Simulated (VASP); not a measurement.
# SnO (P2_1) in VASP: notebook, part 2 of 2

VASP 6.6.1. The steps go on from the part before.

## 3. Single point, LDA (the part above a cut slid along it)

Contents of INCAR:

```
  PREC = Accurate
  ENCUT = 520
  EDIFF = 1E-7
  ISMEAR = 0
  SIGMA = 0.05
  LREAL = F
  LASPH = T
  NELM = 60
  ALGO = Normal
  ISIF = 2
  LWAVE = F
  LCHARG = F
  NBANDS = 50
```

Contents of KPOINTS:

```
Automatic mesh
0
Gamma
  6 8 3
```

Contents of POSCAR:

```
SnO
1.0
    0.0000000000      0.0000000000     -4.2219700000
   -3.3550050000      0.0000000000      0.0000000000
   -1.0065015000     11.3482080000      0.0000000000
Sn O
4 4
Direct
    0.4868560000     -0.2597863500      0.8659545000
    0.4868560000     -0.1097863500      0.3659545000
    0.9868560000      0.4597863500      0.1340455000
    0.9868560000      0.3097863500      0.6340455000
    0.2631430000     -0.0586875000      0.1956250000
    0.2631430000     -0.2086875000      0.6956250000
    0.7631430000      0.2586875000      0.8043750000
    0.7631430000      0.4086875000      0.3043750000
```

Potentials or basis: VASP PAW LDA potentials, release 64 (Sn_d, O).

Launch:

```bash
$ cat potpaw_LDA.64/Sn_d/POTCAR potpaw_LDA.64/O/POTCAR > POTCAR
$ mpirun -np 1 vasp_std > vasp.out
```

OUTCAR:

```text
PREC = Accurate
   ENCUT = 520
   EDIFF = 1E-7
   ISMEAR = 0
   LREAL = F
   LASPH = T
   NELM = 60
   ISIF = 2

 ion  position               nearest neighbor table
   1  0.487  0.740  0.866-   6 2.15   7 2.16   7 2.16
   2  0.487  0.890  0.366-   5 2.15   8 2.16   8 2.16
   3  0.987  0.460  0.134-   8 2.15   5 2.16   5 2.16
   4  0.987  0.310  0.634-   7 2.15   6 2.16   6 2.16
   5  0.263  0.941  0.196-   2 2.15   3 2.16   3 2.16
   6  0.263  0.791  0.696-   1 2.15   4 2.16   4 2.16
   7  0.763  0.259  0.804-   4 2.15   1 2.16   1 2.16
   8  0.763  0.409  0.304-   3 2.15   2 2.16   2 2.16

  LATTYP: Found a simple monoclinic cell.
 ALAT       =     3.3550050000
 B/A-ratio  =     1.2584094510
 C/A-ratio  =     3.3957490846
 COS(beta)  =    -0.0883457501

  Lattice vectors:

 A1 = (  -3.3550050000,   0.0000000000,   0.0000000000)
 A2 = (   0.0000000000,   0.0000000000,  -4.2219700000)
 A3 = (   1.0065015000, -11.3482080000,   0.0000000000)

Analysis of symmetry for initial positions (statically):
=====================================================================
 Subroutine PRICEL returns:
 Original cell was already a primitive cell.

 Routine SETGRP: Setting up the symmetry group for a
 simple monoclinic supercell.

 Subroutine GETGRP returns: Found  2 space group operations
 (whereof  1 operations were pure point group operations)
 out of a pool of  4 trial point group operations.

The static configuration has the point symmetry C_1 .
 The point group associated with its full space group is C_2 .

Analysis of symmetry for dynamics (positions and initial velocities):
=====================================================================
 Subroutine PRICEL returns:
[... 143 lines left out ...]
  volume/ion in A,a.u.               =      20.09       135.59
  Fermi-wavevector in a.u.,A,eV,Ry     =   1.297357  2.451650 22.900458  1.683136
  Thomas-Fermi vector in A             =   2.428755
   LORBIT       =      0    0 simple, 1 ext, 2 COOP (PROOUT), +10 PAW based schemes
   GGA     = CA    functional components
   LHFCALC =     F    Hartree Fock is set to
   AEXX    =    0.0000 exact exchange contribution
   IVDW    =     0    specifies the selected vdW correction
   LEPSILON=     F    determine dielectric tensor
   LRPA    =     F    only Hartree local field effects (RPA)
 non-spin polarized calculation
 Gauss-broadening in eV      SIGMA  =   0.05
  energy-cutoff  :      520.00
  volume of cell :      160.74
 maximum number of plane-waves:      4360
 NGX is ok and might be reduce to    32
   NGX = 15   NGY = 13   NGZ = 43

 number of electron      80.0000003 magnetization

 Free energy of the ion-electron system (eV)
  ---------------------------------------------------
  ext. energy  EPLUGINS =         0.00000000
  ---------------------------------------------------
  free energy    TOTEN  =       -50.35153181 eV

  energy without entropy =      -50.35153181  energy(sigma->0) =      -50.35153181

 E-fermi :   4.8072     XC(G=0):  -9.9591

 val. band max:        4.5632642784   @ k =   0.0000   0.1250  -0.0000
 cond. band min:       5.9296894652   @ k =   0.0000   0.5000  -0.0000
 fundamental gap:      1.3664251868
 Fermi energy:         4.8072125064

 k-point     1 :       0.0000    0.0000    0.0000
  band No.  band energies     occupation
      1     -16.5493      2.00000
      2     -16.5427      2.00000
      3     -16.2453      2.00000
      4     -16.2450      2.00000
      5     -16.1566      2.00000
      6     -16.1480      2.00000
[... 1261 lines left out ...]
     49      12.3062      0.00000
     50      12.3670      0.00000

 [... further k-points ...]

------------------------ aborting loop because EDIFF is reached ----------------------------------------

  FORCE on cell =-STRESS in cart. coord.  units (eV):
  Direction    XX          YY          ZZ          XY          YZ          ZX
  --------------------------------------------------------------------------------------
  -------------------------------------------------------------------------------------
  Total       -6.0419755     -4.7796139     -4.3926702      0.0456069      0.0000000      0.0000000
  in kB      -60.2218286    -47.6395663    -43.7828046      0.4545754      0.0000000      0.0000000
  external PRESSURE =     -50.5480665 kB  Pullay stress =       0.0000000 kB

 VOLUME and BASIS-vectors are now :
 -----------------------------------------------------------------------------
  energy-cutoff  :      520.00
  volume of cell :      160.74
      direct lattice vectors                 reciprocal lattice vectors
     0.000000000  0.000000000 -4.221970000     0.000000000  0.000000000 -0.236856254
    -3.355005000  0.000000000  0.000000000    -0.298062149 -0.026435892  0.000000000
    -1.006501500 11.348208000  0.000000000     0.000000000  0.088119640  0.000000000

 POSITION                                       TOTAL-FORCE (eV/Angst)
 -----------------------------------------------------------------------------------
     -3.35501      9.82703     -2.05549        -0.039719     -0.641884     -0.189748
     -3.35500      4.15293     -2.05549         0.006886     -0.604069     -0.205788
     -1.67750      1.52118     -4.16648         0.039719      0.641884     -0.189748
     -1.67750      7.19528     -4.16648        -0.006886      0.604069     -0.205788
     -3.35501      2.21999     -1.11098        -0.001897      0.101119      0.184721
     -3.35500      7.89410     -1.11098         0.020239      0.143849      0.210815
     -1.67750      9.12821     -3.22197         0.001897     -0.101119      0.184721
     -1.67750      3.45411     -3.22197        -0.020239     -0.143849      0.210815
 -----------------------------------------------------------------------------------
    total drift:                                0.000031     -0.000007      0.001283

  FREE ENERGIE OF THE ION-ELECTRON SYSTEM (eV)
  ---------------------------------------------------
  free  energy   TOTEN  =       -50.3515318136 eV

  energy  without entropy=      -50.3515318136  energy(sigma->0) =      -50.35153181
```

OSZICAR:

```text
N       E                     dE             d eps       ncg     rms          rms(c)
DAV:   1     0.104914609149E+04    0.10491E+04   -0.38032E+04  5672   0.236E+03
DAV:   2     0.159090838441E+03   -0.89006E+03   -0.85045E+03  5304   0.684E+02
DAV:   3    -0.402162502765E+02   -0.19931E+03   -0.19021E+03  6008   0.247E+02
DAV:   4    -0.574184399321E+02   -0.17202E+02   -0.16948E+02  6084   0.767E+01
DAV:   5    -0.580799646492E+02   -0.66152E+00   -0.65980E+00  6084   0.154E+01    0.163E+01
DAV:   6    -0.505861323646E+02    0.74938E+01   -0.33134E+01  8248   0.534E+01    0.743E+00
DAV:   7    -0.504928298357E+02    0.93303E-01   -0.50156E+00  5790   0.103E+01    0.393E+00
DAV:   8    -0.504001968168E+02    0.92633E-01   -0.11687E+00  7616   0.546E+00    0.134E+00
DAV:   9    -0.503498011096E+02    0.50396E-01   -0.15181E-01  7898   0.354E+00    0.359E-01
DAV:  10    -0.503535752770E+02   -0.37742E-02   -0.27532E-02  7064   0.131E+00    0.327E-01
DAV:  11    -0.503514802970E+02    0.20950E-02   -0.50162E-03  7292   0.630E-01    0.819E-02
DAV:  12    -0.503515682876E+02   -0.87991E-04   -0.22780E-03  6498   0.215E-01    0.627E-02
DAV:  13    -0.503515393888E+02    0.28899E-04   -0.15087E-04  6680   0.103E-01    0.362E-02
DAV:  14    -0.503515334969E+02    0.58919E-05   -0.24201E-05  7212   0.288E-02    0.182E-02
DAV:  15    -0.503515326890E+02    0.80794E-06   -0.35574E-06  5942   0.126E-02    0.745E-03
DAV:  16    -0.503515319009E+02    0.78811E-06   -0.11334E-06  6556   0.864E-03    0.342E-03
DAV:  17    -0.503515318136E+02    0.87253E-07   -0.38288E-07  4786   0.339E-03
   1 F= -.50351532E+02 E0= -.50351532E+02  d E =-.222982E-13
```

stdout:

```text
POSCAR found type information on POSCAR SnO
 POSCAR found :  2 types and       8 ions
 scaLAPACK will be used
 LDA part: xc-table for (Slater(with rela. corr.)+CA(PZ))
 , standard interpolation
 POSCAR, INCAR and KPOINTS ok, starting setup
 FFT: planning ... GRIDC
 FFT: planning ... GRID_SOFT
 FFT: planning ... GRID
 WAVECAR not read
 entering main loop
```

It took 7.5 min on 1 thread of Intel Xeon Platinum 8259CL at 2.50GHz (Skylake/Cascade Lake), shared host; peak memory 0.42 GiB.

Results:

```
Free energy            : -50.3515 eV
Pressure               : -5.1 GPa
Largest force          : 0.671 eV/Å
Band gap on the k mesh : 1.37 eV (least direct gap 1.48 eV)
```

Forces in eV/Å, atoms in the order of the input:
```
Sn  -0.040 -0.642 -0.190
Sn   0.007 -0.604 -0.206
Sn   0.040  0.642 -0.190
Sn  -0.007  0.604 -0.206
O   -0.002  0.101  0.185
O    0.020  0.144  0.211
O    0.002 -0.101  0.185
O   -0.020 -0.144  0.211
```

Stress tensor (GPa, compression positive):
```
-6.02  0.05  0.00
 0.05 -4.76  0.00
 0.00  0.00 -4.38
```

Levels at points of the mesh, in eV from the valence-band top:
```
           k point  band 36  band 37  band 38  band 39  band 40  band 41  band 42  band 43  band 44  band 45
(0.00, 0.00, 0.00)    -2.67    -2.06    -1.62    -1.42     0.00     2.55     3.07     3.21     3.78     4.79
(0.50, 0.00, 0.00)    -2.95    -1.70    -1.70    -1.55    -1.55     1.84     1.84     2.56     2.56     5.12
(0.00, 0.50, 0.00)    -2.59    -1.86    -1.15    -1.09    -0.11     1.37     2.02     2.30     2.68     5.26
(0.50, 0.50, 0.00)    -3.21    -1.09    -1.09    -0.58    -0.58     2.08     2.08     2.61     2.61     3.74
```

Caveat: the cell differs from its parent crystal (the part above a cut slid along it); the cell stands under tension; spin-orbit coupling is left out, which moves the levels of the heavy elements. A k mesh can miss the band edges.
